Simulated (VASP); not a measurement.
Runs of VASP 6.6.1 on Rh. The structure is that of space group Fm-3m (No. 225), or close to it. The cells are those of the table. 

```tsv
spin	fixed moment (μB)	cell	pressure (GPa)	moment (μB)
collinear, ferromagnetic start	0.625	a = 2.862 Å, angles 60.0°, 1 atom	(b)	0.62
collinear	0.125	a = 2.761 Å, angles 60.0°, 1 atom	-12.7	0.12
collinear, ferromagnetic start	0.625	a = 2.761 Å, angles 60.0°, 1 atom	-10.2	0.62
collinear, ferromagnetic start	0.375	a = 2.862 Å, angles 60.0°, 1 atom	-27.0	0.38
collinear, ferromagnetic start	0.375	a = 2.761 Å, angles 60.0°, 1 atom	(a)	0.38
collinear, ferromagnetic start	0.875	a = 2.761 Å, angles 60.0°, 1 atom	-8.0	0.88
collinear, ferromagnetic start	0.75	a = 2.813 Å, angles 60.0°, 1 atom	(c)	0.75
collinear	0.125	a = 2.862 Å, angles 60.0°, 1 atom	-27.3	0.12
```

Alike in all rows: task single point; level PBE; potentials or basis VASP PAW PBE potentials, release 64 (Rh_pv); k mesh 22 × 22 × 22; cutoff (eV) 520; smearing gaussian 0.15 eV.

Task: Fill in the values left out.

Result: (a) -11.8; (b) -25.5; (c) -18.4.

Caveats: the cell stands under tension; the total moment is fixed, so each spin has its own Fermi level and the state may be an excited one.
